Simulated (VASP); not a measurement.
Slab: Te2Mo, a slab with vacuum.

```xyz
3
Lattice="3.5602 0.0000 0.0000 -1.7801 3.0833 0.0000 0.0000 0.0000 17.5241" Properties=species:S:1:pos:R:3 pbc="T T T"
Te    0.0000    2.0555   15.7341
Te    0.0000    2.0555    1.7900
Mo    0.0000    0.0000    0.0000
```

Base run:

| Item | Value |
| --- | --- |
| Program | VASP 6.6.1 |
| Functional | LDA |
| Potentials or basis | VASP PAW LDA potentials, release 64 (Te, Mo_sv) |
| Cutoff | 520 eV |
| k mesh | 5 × 5 × 1 |
| Occupations | gaussian, width 0.1 eV |
| Spin | no spin polarisation |

Its results: band gap on the k mesh 1.44 eV, direct; largest force 0.374 eV/Å.

**Question.** The run is repeated on the same cell with these changes: k mesh from 5 × 5 × 1 to 6 × 6 × 1; further incar settings from ALGO = Normal; EDIFF = 1e-06; NBANDS = 20 to ALGO = Normal; EDIFF = 1e-07; NBANDS = 20. What comes out?

**Answer.** Band gap on the k mesh 1.04 eV, direct; largest force 0.365 eV/Å.

Caveats: spin-orbit coupling is left out, which moves the levels of the heavy elements.

A k mesh can miss the band edges.
